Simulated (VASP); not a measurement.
# GaP (I-4m2) in VASP: further runs

The runs below take GaP through single point, with LDA.

All numbers are computed with VASP 6.6.1; they aren't measurements. Logs are shortened: lines on timing, memory, paths and dates and some standing lists are left out, and cuts for length are marked.

### Step 1. The cell of the first run

It takes space group I-4m2 (No. 119, tetragonal). Conventional cell: a = 3.963 Å, b = 3.963 Å, c = 5.156 Å, α = 90.00°, β = 90.00°, γ = 90.00°. Within 3.1 Å of Ga (site symmetry -4m2) lie 4 P at 2.36 Å. P (site symmetry -4m2) has 4 Ga at 2.36 Å within 3.1 Å.

### Step 2. Single point, LDA

INCAR

```
PREC     = Accurate       # precision mode
ENCUT    = 520            # plane-wave cutoff, eV
EDIFF    = 1E-6           # SCF threshold, eV
ISMEAR   = 0              # smearing method
SIGMA    = 0.05           # smearing width, eV
LREAL    = False          # projectors in reciprocal space
LASPH    = True           # aspherical terms in the spheres
NELM     = 100            # most SCF steps
ALGO     = Normal         # electronic algorithm
ISIF     = 2              # what is computed and relaxed
LWAVE    = False          # write WAVECAR
LCHARG   = False          # write CHGCAR
NBANDS   = 16             # bands
```

KPOINTS

```
Automatic mesh
0
Gamma
  10 10 10
```

POSCAR

```
GaP
1.0
    0.0000000000      2.8020576903      2.5778930751
    2.8020576903      0.0000000000      2.5778930751
    2.8020576903      2.8020576903      0.0000000000
Ga P
1 1
Direct
    0.0000000000      0.0000000000      0.0000000000
    0.7500000000      0.7500000000      0.7500000000
```

Potentials or basis: VASP PAW LDA potentials, release 64 (Ga_d, P).

Run with:

```
$ cat potpaw_LDA.64/Ga_d/POTCAR potpaw_LDA.64/P/POTCAR > POTCAR
$ mpirun -np 1 vasp_std > vasp.out
```

OUTCAR:

```text
PREC = Accurate
   ENCUT = 520
   EDIFF = 1E-6
   ISMEAR = 0
   LREAL = False
   LASPH = True
   NELM = 100
   ISIF = 2

 ion  position               nearest neighbor table
   1  0.000  0.000  0.000-   2 2.36   2 2.36   2 2.36   2 2.36
   2  0.750  0.750  0.750-   1 2.36   1 2.36   1 2.36   1 2.36

  LATTYP: Found a body centered tetragonal cell.
 ALAT       =     3.9627079882
 C/A-ratio  =     1.3010764774

  Lattice vectors:

 A1 = (   0.0000000000,  -2.8020576903,  -2.5778930751)
 A2 = (   0.0000000000,   2.8020576903,  -2.5778930751)
 A3 = (   2.8020576903,   0.0000000000,   2.5778930751)

Analysis of symmetry for initial positions (statically):
=====================================================================
 Subroutine PRICEL returns:
 Original cell was already a primitive cell.

 Routine SETGRP: Setting up the symmetry group for a
 body centered tetragonal supercell.

 Subroutine GETGRP returns: Found  8 space group operations
 (whereof  8 operations were pure point group operations)
 out of a pool of 16 trial point group operations.

The static configuration has the point symmetry D_2d.

Analysis of symmetry for dynamics (positions and initial velocities):
=====================================================================
 Subroutine PRICEL returns:
 Original cell was already a primitive cell.

 Routine SETGRP: Setting up the symmetry group for a
 body centered tetragonal supercell.

 Subroutine GETGRP returns: Found  8 space group operations
 (whereof  8 operations were pure point group operations)
 out of a pool of 16 trial point group operations.

The dynamic configuration has the point symmetry D_2d.

 Subroutine INISYM returns: Found  8 space group operations
 (whereof  8 operations are pure point group operations),
 and found     1 'primitive' translations

----------------------------------------------------------------------------------------

                                     Primitive cell

  volume of cell :      40.4808

  direct lattice vectors                    reciprocal lattice vectors
     0.000000000  2.802057690  2.577893075    -0.178440295  0.178440295  0.193956842
     2.802057690  0.000000000  2.577893075     0.178440295 -0.178440295  0.193956842
     2.802057690  2.802057690  0.000000000     0.178440295  0.178440295 -0.193956842

  length of vectors
     3.807500493  3.807500493  3.962707988     0.318278391  0.318278391  0.318278391

  position of ions in fractional coordinates (direct lattice)
     0.000000000  0.000000000  0.000000000
     0.750000000  0.750000000  0.750000000

  ion indices of the primitive-cell ions
   primitive index   ion index
                 1           1
                 2           2

----------------------------------------------------------------------------------------

 KPOINTS: Automatic mesh

Automatic generation of k-mesh.
 Grid dimensions read from file:
 generate k-points for:   10   10   10

 Generating k-lattice:

  Cartesian coordinates                     Fractional coordinates (reciprocal lattice)
    -0.017844029  0.017844029  0.019395684     0.100000000  0.000000000  0.000000000
     0.017844029 -0.017844029  0.019395684     0.000000000  0.100000000  0.000000000
     0.017844029  0.017844029 -0.019395684     0.000000000  0.000000000  0.100000000

  Length of vectors
     0.031827839  0.031827839  0.031827839

  Shift w.r.t. Gamma in fractional coordinates (k-lattice)
     0.000000000  0.000000000  0.000000000

 Subroutine IBZKPT returns following result:
 ===========================================

 Found    102 irreducible k-points:

 Following reciprocal coordinates:
            Coordinates               Weight
  0.000000  0.000000  0.000000      1.000000
  0.100000  0.000000  0.000000      8.000000
  0.200000  0.000000  0.000000      8.000000
  0.300000  0.000000  0.000000      8.000000
  0.400000  0.000000  0.000000      8.000000
  0.500000 -0.000000  0.000000      4.000000
[... 16 lines left out ...]
  0.300000  0.300000  0.000000      2.000000
  0.400000  0.300000  0.000000      8.000000
 [... further k-points ...]
   k-points           NKPTS =    102   k-points in BZ     NKDIM =    102   number of bands    NBANDS=     16
   number of dos      NEDOS =    301   number of ions     NIONS =      2
   total plane-waves  NPLWV =  23520
   dimension x,y,z NGX =    28 NGY =   28 NGZ =   30
   dimension x,y,z NGXF=    56 NGYF=   56 NGZF=   60
   ions per type =               1   1
   NGX,Y,Z   is equivalent  to a cutoff of  12.23, 12.23, 12.59 a.u.
   NGXF,Y,Z  is equivalent  to a cutoff of  24.45, 24.45, 25.17 a.u.
 SYSTEM =  unknown system
   PREC   = accura    normal or accurate (medium, high low for compatibility)
   ISTART =      0    job   : 0-new  1-cont  2-samecut
   ICHARG =      2    charge: 1-file 2-atom 10-const
   ISPIN  =      1    spin polarized calculation?
   LNONCOLLINEAR =      F non collinear calculations
   LSORBIT =      F    spin-orbit coupling
   LASPH  =      T    aspherical Exc in radial PAW
   ENCUT  =  520.0 eV  38.22 Ry    6.18 a.u.   7.08  7.08  7.37*2*pi/ulx,y,z
   NELM   =    100;   NELMIN=  2; NELMDL= -5     # of ELM steps
   EDIFF  = 0.1E-05   stopping-criterion for ELM
   LREAL  =      F    real-space projection
   EDIFFG = 0.1E-04   stopping-criterion for IOM
   NSW    =      0    number of steps for IOM
   IBRION =     -1    ionic relax: 0-MD 1-quasi-New 2-CG
   NFREE  =      0    steps in history (QN), initial steepest desc. (CG)
   ISIF   =      2    stress and relaxation
   ISYM   =      2    0-nonsym 1-usesym 2-fastsym
   POTIM  = 0.5000    time-step for ionic-motion
   TEBEG  =    0.0;   TEEND  =   0.0 temperature during run
   PSTRESS=    0.0 pullay stress
   NELECT =      18.0000    total number of electrons
   NUPDOWN=      -1.0000    fix difference up-down
   EMIN   =  10.00;   EMAX   =-10.00  energy-range for DOS
   EFERMI =   0.00;   METHOD = LEGACY
   ISMEAR =     0;   SIGMA  =   0.05  broadening in eV -4-tet -1-fermi 0-gaus
   EFERMI_NEDOS =   21; number of points for ismear=-14 and -15
   IALGO  =     38    algorithm
   IMIX   =      4    mixing-type and parameters
     AMIX     =   0.40;   BMIX     =  1.00
     AMIX_MAG =   1.60;   BMIX_MAG =  1.00
  volume/ion in A,a.u.               =      20.24       136.59
  Fermi-wavevector in a.u.,A,eV,Ry     =   1.249538  2.361284 21.243377  1.561344
  Thomas-Fermi vector in A             =   2.383574
   LORBIT       =      0    0 simple, 1 ext, 2 COOP (PROOUT), +10 PAW based schemes
   GGA     = CA    functional components
   LHFCALC =     F    Hartree Fock is set to
   AEXX    =    0.0000 exact exchange contribution
   IVDW    =     0    specifies the selected vdW correction
   LEPSILON=     F    determine dielectric tensor
   LRPA    =     F    only Hartree local field effects (RPA)
 non-spin polarized calculation
 Gauss-broadening in eV      SIGMA  =   0.05
  energy-cutoff  :      520.00
  volume of cell :       40.48
 maximum number of plane-waves:      1113
   NGX = 15   NGY = 15   NGZ = 15

 number of electron      18.0000002 magnetization

 Free energy of the ion-electron system (eV)
  ---------------------------------------------------
  ext. energy  EPLUGINS =         0.00000000
  ---------------------------------------------------
  free energy    TOTEN  =       -10.40147517 eV

  energy without entropy =      -10.40147517  energy(sigma->0) =      -10.40147517

 E-fermi :   5.0145     XC(G=0): -10.1705

 val. band max:        4.7770272147   @ k =   0.0000   0.0000   0.0000
 cond. band min:       5.4664564985   @ k =   0.4000   0.4000   0.0000
 fundamental gap:      0.6894292837
 Fermi energy:         5.0144777671

 k-point     1 :       0.0000    0.0000    0.0000
  band No.  band energies     occupation
      1     -10.2099      2.00000
      2     -10.2099      2.00000
      3     -10.1879      2.00000
      4     -10.1139      2.00000
      5     -10.1015      2.00000
      6      -7.9903      2.00000
[... 8 lines left out ...]
     15      13.5683      0.00000
     16      14.8572      0.00000

 k-point     2 :       0.1000    0.0000    0.0000
  band No.  band energies     occupation
      1     -10.2146      2.00000
      2     -10.2068      2.00000
      3     -10.1885      2.00000
      4     -10.1142      2.00000
      5     -10.1010      2.00000
      6      -7.8603      2.00000
[... 8 lines left out ...]
     15      13.5669      0.00000
     16      14.2564      0.00000

 k-point     3 :       0.2000    0.0000    0.0000
  band No.  band energies     occupation
      1     -10.2317      2.00000
      2     -10.1993      2.00000
      3     -10.1845      2.00000
      4     -10.1147      2.00000
      5     -10.0989      2.00000
      6      -7.4824      2.00000
[... 8 lines left out ...]
     15      13.4218      0.00000
     16      14.6987      0.00000

 k-point     4 :       0.3000    0.0000    0.0000
  band No.  band energies     occupation
      1     -10.2538      2.00000
      2     -10.1918      2.00000
      3     -10.1781      2.00000
      4     -10.1142      2.00000
      5     -10.0946      2.00000
      6      -6.9015      2.00000
[... 8 lines left out ...]
     15      13.7874      0.00000
     16      14.5172      0.00000

 k-point     5 :       0.4000    0.0000    0.0000
  band No.  band energies     occupation
      1     -10.2711      2.00000
      2     -10.1872      2.00000
      3     -10.1736      2.00000
      4     -10.1125      2.00000
      5     -10.0895      2.00000
      6      -6.2483      2.00000
[... 8 lines left out ...]
     15      15.1405      0.00000
     16      15.2693      0.00000

 k-point     6 :       0.5000   -0.0000    0.0000
  band No.  band energies     occupation
      1     -10.2776      2.00000
      2     -10.1858      2.00000
      3     -10.1722      2.00000
      4     -10.1115      2.00000
      5     -10.0872      2.00000
      6      -5.9032      2.00000
[... 8 lines left out ...]
     15      15.6987      0.00000
     16      16.5812      0.00000

 k-point     7 :       0.1000    0.1000    0.0000
  band No.  band energies     occupation
      1     -10.2038      2.00000
      2     -10.2038      2.00000
      3     -10.2034      2.00000
      4     -10.1173      2.00000
      5     -10.0987      2.00000
      6      -7.7995      2.00000
[... 8 lines left out ...]
     15      13.7506      0.00000
     16      14.3239      0.00000

 k-point     8 :       0.2000    0.1000    0.0000
  band No.  band energies     occupation
      1     -10.2255      2.00000
      2     -10.1961      2.00000
      3     -10.1930      2.00000
      4     -10.1205      2.00000
      5     -10.0956      2.00000
      6      -7.4882      2.00000
[... 8 lines left out ...]
     15      13.8152      0.00000
     16      15.0455      0.00000

 k-point     9 :       0.3000    0.1000    0.0000
  band No.  band energies     occupation
      1     -10.2494      2.00000
      2     -10.1880      2.00000
      3     -10.1828      2.00000
      4     -10.1220      2.00000
      5     -10.0912      2.00000
      6      -6.9598      2.00000
[... 8 lines left out ...]
     15      14.4286      0.00000
     16      14.9236      0.00000
[... 172 lines left out ...]
 k-point    19 :       0.5000    0.2000    0.0000
  band No.  band energies     occupation
      1     -10.2823      2.00000
      2     -10.1690      2.00000
      3     -10.1685      2.00000
      4     -10.1280      2.00000
      5     -10.0841      2.00000
      6      -5.6207      2.00000
[... 8 lines left out ...]
     15      16.3987      0.00000
     16      17.4825      0.00000

 k-point    20 :      -0.4000    0.2000    0.0000
  band No.  band energies     occupation
      1     -10.2805      2.00000
      2     -10.1706      2.00000
      3     -10.1688      2.00000
      4     -10.1214      2.00000
      5     -10.0892      2.00000
      6      -5.5981      2.00000
[... 8 lines left out ...]
     15      14.5850      0.00000
     16      17.4517      0.00000

 k-point    21 :      -0.3000    0.2000    0.0000
  band No.  band energies     occupation
      1     -10.2714      2.00000
      2     -10.1764      2.00000
      3     -10.1701      2.00000
      4     -10.1156      2.00000
      5     -10.0962      2.00000
      6      -6.1317      2.00000
[... 8 lines left out ...]
     15      14.6463      0.00000
     16      16.9703      0.00000

 k-point    22 :      -0.2000    0.2000    0.0000
  band No.  band energies     occupation
      1     -10.2586      2.00000
      2     -10.1859      2.00000
      3     -10.1720      2.00000
      4     -10.1120      2.00000
      5     -10.1007      2.00000
      6      -6.7536      2.00000
[... 8 lines left out ...]
     15      15.1950      0.00000
     16      16.2324      0.00000

 k-point    23 :       0.3000    0.3000    0.0000
  band No.  band energies     occupation
      1     -10.2766      2.00000
      2     -10.1665      2.00000
      3     -10.1665      2.00000
      4     -10.1403      2.00000
      5     -10.0827      2.00000
      6      -6.3901      2.00000
[... 8 lines left out ...]
     15      15.1463      0.00000
     16      18.4092      0.00000

 k-point    24 :       0.4000    0.3000    0.0000
  band No.  band energies     occupation
      1     -10.2901      2.00000
      2     -10.1592      2.00000
      3     -10.1583      2.00000
      4     -10.1440      2.00000
      5     -10.0794      2.00000
      6      -5.8372      2.00000
[... 8 lines left out ...]
     15      16.0709      0.00000
     16      18.3774      0.00000

 [... further k-points ...]
[... 5 lines left out ...]
  --------------------------------------------------------------------------------------
  -------------------------------------------------------------------------------------
  Total       -1.1791575     -1.1791575      0.2233793      0.0000000      0.0000000     -0.0000000
  in kB      -46.6695210    -46.6695210      8.8410615      0.0000000      0.0000000     -0.0000000
  external PRESSURE =     -28.1659935 kB  Pullay stress =       0.0000000 kB

 VOLUME and BASIS-vectors are now :
 -----------------------------------------------------------------------------
  energy-cutoff  :      520.00
  volume of cell :       40.48
      direct lattice vectors                 reciprocal lattice vectors
     0.000000000  2.802057690  2.577893075    -0.178440295  0.178440295  0.193956842
     2.802057690  0.000000000  2.577893075     0.178440295 -0.178440295  0.193956842
     2.802057690  2.802057690  0.000000000     0.178440295  0.178440295 -0.193956842

 POSITION                                       TOTAL-FORCE (eV/Angst)
 -----------------------------------------------------------------------------------
      0.00000      0.00000      0.00000        -0.000000     -0.000000      0.000000
      4.20309      4.20309      3.86684         0.000000      0.000000     -0.000000
 -----------------------------------------------------------------------------------
    total drift:                               -0.000001     -0.000001     -0.000010

  FREE ENERGIE OF THE ION-ELECTRON SYSTEM (eV)
  ---------------------------------------------------
  free  energy   TOTEN  =       -10.4014751701 eV

  energy  without entropy=      -10.4014751701  energy(sigma->0) =      -10.40147517
```

Wall time 21 s (1 thread of Intel Xeon 6975P-C (Granite Rapids), shared host); peak memory 0.18 GiB.

What came out:

```yaml
Free_energy: -10.4015 eV
Pressure: -2.8 GPa
Band_gap_on_the_k_mesh: 0.69 eV, indirect (least direct gap 1.32 eV)
```

Levels at points of the mesh, in eV from the valence-band top:
| k point | band 6 | band 7 | band 8 | band 9 | band 10 | band 11 | band 12 | band 13 |
| --- | --- | --- | --- | --- | --- | --- | --- | --- |
| (0.00, 0.00, 0.00) | -12.77 | -0.41 | -0.41 | 0.00 | 1.32 | 3.44 | 3.63 | 3.63 |
| (0.50, 0.00, 0.00) | -10.68 | -6.97 | -1.71 | -1.08 | 1.12 | 4.06 | 4.84 | 7.86 |
| (0.50, 0.50, 0.00) | -9.53 | -6.73 | -3.34 | -3.34 | 0.88 | 0.90 | 10.14 | 10.14 |
| (0.50, 0.00, 0.50) | -9.89 | -7.28 | -2.78 | -2.73 | 1.44 | 1.70 | 9.78 | 9.85 |

 A k mesh can miss the band edges.

### Step 3. Single point, LDA

This run uses another cell than the first one, of the same volume but with other edges.

INCAR

```
PREC = Accurate
ENCUT = 520
EDIFF = 1E-7
ISMEAR = 0
SIGMA = 0.05
LREAL = False
LASPH = True
NELM = 100
ALGO = Normal
ISIF = 2
LWAVE = False
LCHARG = True
GGA = CA
LELF = True
LVHAR = True
NBANDS = 16
```

KPOINTS

```
regular mesh
0
Gamma
  10 10 10
```

POSCAR

```
GaP
1.0
    0.0000000000      2.6400295416      2.9040324957
    2.6400295416      0.0000000000      2.9040324957
    2.6400295416      2.6400295416      0.0000000000
Ga P
1 1
Direct
    0.0000000000      0.0000000000      0.0000000000
    0.7500000000      0.7500000000      0.7500000000
```

Potentials or basis: VASP PAW LDA potentials, release 64 (Ga_d, P).

Run with:

```
$ cat potpaw_LDA.64/Ga_d/POTCAR potpaw_LDA.64/P/POTCAR > POTCAR
$ mpirun -np 1 vasp_std > vasp.out
```

Run time: 26 s. Hardware: 1 thread of Intel Xeon 6975P-C (Granite Rapids), shared host; peak memory 0.19 GiB.

It converged, with:

* Free energy: -10.3765 eV
* Pressure: -2.8 GPa
* Band gap on the k mesh: 0.99 eV, indirect (least direct gap 1.35 eV)

Stress tensor (GPa, compression positive):
```
 0.10  0.00  0.00
 0.00  0.10  0.00
 0.00  0.00 -8.53
```

Levels at points of the mesh, in eV from the valence-band top:
```csv
k point,band 6,band 7,band 8,band 9,band 10,band 11,band 12,band 13
"(0.00, 0.00, 0.00)",-12.70,-0.63,0.00,0.00,1.35,3.58,3.58,3.79
"(0.50, 0.00, 0.00)",-10.61,-6.90,-1.74,-0.90,1.11,4.32,4.81,7.93
"(0.50, 0.50, 0.00)",-9.99,-7.45,-2.44,-2.44,1.78,2.10,10.12,10.24
"(0.50, 0.00, 0.50)",-9.55,-6.81,-3.12,-3.07,1.09,1.20,9.68,9.73
```
